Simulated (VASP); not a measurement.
# Zr (P6_3/mmc) in VASP: a series of runs, part 2 of 2

VASP 6.6.1. Earlier steps stand in the parts before.

## Step 3: Single point, PBEsol, collinear spin, ferromagnetic start

The input, INCAR:

```
SYSTEM = Zr
PREC = Accurate ; ENCUT = 520
EDIFF = 1E-6 ; ISMEAR = -1
SIGMA = 0.05 ; LREAL = .False.
LASPH = .True. ; NELM = 150
ALGO = Normal ; ISIF = 2
LWAVE = .False. ; LCHARG = .False.
ISPIN = 2 ; MAGMOM = 1 1
LORBIT = 11 ; LMAXMIX = 4
GGA = PS ; NBANDS = 23
```

The input, KPOINTS:

```
regular mesh
0
Gamma
  19 19 10
  0 0 0
```

The input, POSCAR:

```
Zr
1.0
    3.1878935042      0.0000000000      0.0000000000
   -1.5939467521      2.7607967592      0.0000000000
    0.0000000000      0.0000000000      5.1022363105
Zr
2
Direct
    0.3333333333      0.6666666667      0.2500000000
    0.6666666667      0.3333333333      0.7500000000
```

Potentials or basis: VASP PAW PBE potentials, release 64 (Zr_sv).

Launch:

```console
$ cat potpaw_PBE.64/Zr_sv/POTCAR > POTCAR
$ mpirun -np 1 vasp_std > vasp.out
```

OUTCAR:

```text
SYSTEM = Zr
   PREC = Accurate
   ENCUT = 520
   EDIFF = 1E-6
   ISMEAR = -1
   LREAL = .False.
   LASPH = .True.
   NELM = 150
   ISIF = 2
   ISPIN = 2
   LORBIT = 11
   GGA = PS

 ion  position               nearest neighbor table
   1  0.333  0.667  0.250-   2 3.15   2 3.15   2 3.15   2 3.15   2 3.15   2 3.15
   2  0.667  0.333  0.750-   1 3.15   1 3.15   1 3.15   1 3.15   1 3.15   1 3.15

  LATTYP: Found a hexagonal cell.
 ALAT       =     3.1878935042
 C/A-ratio  =     1.6005040017

  Lattice vectors:

 A1 = (   3.1878935042,   0.0000000000,   0.0000000000)
 A2 = (  -1.5939467521,   2.7607967592,   0.0000000000)
 A3 = (   0.0000000000,   0.0000000000,   5.1022363105)

Analysis of symmetry for initial positions (statically):
=====================================================================
 Subroutine PRICEL returns:
 Original cell was already a primitive cell.

 Routine SETGRP: Setting up the symmetry group for a
 hexagonal supercell.

 Subroutine GETGRP returns: Found 24 space group operations
 (whereof 12 operations were pure point group operations)
 out of a pool of 24 trial point group operations.

The static configuration has the point symmetry D_3d.
 The point group associated with its full space group is D_6h.

Analysis of symmetry for dynamics (positions and initial velocities):
=====================================================================
 Subroutine PRICEL returns:
 Original cell was already a primitive cell.

 Routine SETGRP: Setting up the symmetry group for a
 hexagonal supercell.

 Subroutine GETGRP returns: Found 24 space group operations
 (whereof 12 operations were pure point group operations)
 out of a pool of 24 trial point group operations.

The dynamic configuration has the point symmetry D_3d.
 The point group associated with its full space group is D_6h.

Analysis of structural, dynamic, and magnetic symmetry:
=====================================================================
 Subroutine PRICEL returns:
 Original cell was already a primitive cell.

[... 146 lines left out ...]
 number of electron      24.0000000 magnetization      -0.0160549

 number of electron      24.0000000 magnetization       0.0000802

 Free energy of the ion-electron system (eV)
  ---------------------------------------------------
  ext. energy  EPLUGINS =         0.00000000
  ---------------------------------------------------
  free energy    TOTEN  =       -18.17027150 eV

  energy without entropy =      -18.15292906  energy(sigma->0) =      -18.16160028

 E-fermi :   9.2768     XC(G=0): -11.3690

 val. band max:        9.2723449217   @ k =   0.3684   0.1579   0.3000
 cond. band min:       9.2778000647   @ k =   0.3684   0.1579   0.4000
 fundamental gap:      0.0054551431
 Fermi energy:         9.2767807207

 spin component 1

 k-point     1 :       0.0000    0.0000    0.0000
  band No.  band energies     occupation
      1     -39.3925      1.00000
      2     -39.2143      1.00000
      3     -18.0091      1.00000
      4     -17.0259      1.00000
      5     -17.0259      1.00000
      6     -16.8779      1.00000
[... 613 lines left out ...]
     22      19.3065      0.00000
     23      19.8463      0.00000

 [... further k-points ...]

 spin component 2

 k-point     1 :       0.0000    0.0000    0.0000
  band No.  band energies     occupation
      1     -39.3926      1.00000
      2     -39.2145      1.00000
      3     -18.0091      1.00000
      4     -17.0259      1.00000
      5     -17.0259      1.00000
      6     -16.8779      1.00000
[... 613 lines left out ...]
     22      19.3066      0.00000
     23      19.8464      0.00000

 [... further k-points ...]
[... 5 lines left out ...]
  --------------------------------------------------------------------------------------
  -------------------------------------------------------------------------------------
  Total       -0.0007834     -0.0007834      0.0862190      0.0000000     -0.0000000      0.0000000
  in kB       -0.0279525     -0.0279525      3.0762030      0.0000000     -0.0000000      0.0000000
  external PRESSURE =       1.0067660 kB  Pullay stress =       0.0000000 kB

 VOLUME and BASIS-vectors are now :
 -----------------------------------------------------------------------------
  energy-cutoff  :      520.00
  volume of cell :       44.91
      direct lattice vectors                 reciprocal lattice vectors
     3.187893504  0.000000000  0.000000000     0.313686765  0.181107138  0.000000000
    -1.593946752  2.760796759  0.000000000     0.000000000  0.362214276  0.000000000
     0.000000000  0.000000000  5.102236311     0.000000000  0.000000000  0.195992490

 POSITION                                       TOTAL-FORCE (eV/Angst)
 -----------------------------------------------------------------------------------
     -0.00000      1.84053      1.27556         0.000000      0.000000      0.000000
      1.59395      0.92027      3.82668        -0.000000      0.000000      0.000000
 -----------------------------------------------------------------------------------
    total drift:                               -0.000000      0.000000     -0.000000

  FREE ENERGIE OF THE ION-ELECTRON SYSTEM (eV)
  ---------------------------------------------------
  free  energy   TOTEN  =       -18.1702714955 eV

  energy  without entropy=      -18.1529290584  energy(sigma->0) =      -18.16160028

 total charge

# of ion       s       p       d       tot
------------------------------------------
    1        2.242   5.957   1.667   9.866
    2        2.242   5.957   1.667   9.866
--------------------------------------------------
tot          4.483  11.914   3.335  19.732

 magnetization (x)

# of ion       s       p       d       tot
------------------------------------------
    1       -0.000   0.000  -0.000  -0.000
    2       -0.000   0.000  -0.000  -0.000
--------------------------------------------------
tot         -0.000   0.000  -0.000  -0.000
```

stdout:

```text
POSCAR found type information on POSCAR Zr
 POSCAR found :  1 types and       2 ions
 scaLAPACK will be used
 -----------------------------------------------------------------------------
|                                                                             |
|                                                                             |
|     You enforced a specific xc type in the INCAR file but a different       |
|     I HOPE YOU KNOW WHAT YOU ARE DOING!                                     |
|                                                                             |
 -----------------------------------------------------------------------------

 LDA part: xc-table for (Slater+PW92), standard interpolation
 POSCAR, INCAR and KPOINTS ok, starting setup
 FFT: planning ... GRIDC
 FFT: planning ... GRID_SOFT
 FFT: planning ... GRID
 WAVECAR not read
 entering main loop
```

Wall time 2.2 min (1 thread of Intel Xeon Platinum 8559C (Emerald Rapids), shared host); peak memory 0.41 GiB.

What came out:

| Property | Result |
| --- | --- |
| Free energy | -18.1703 eV |
| Pressure | 0.1 GPa |
| Band gap on the k mesh | zero (filled and empty bands overlap) |
| Net moment | 0.00 μB per cell |
| Valence electrons inside the program's atomic spheres | Zr 9.87 |

Caveat: the PAW data sets were made with another functional, which shifts forces and pressure a little.
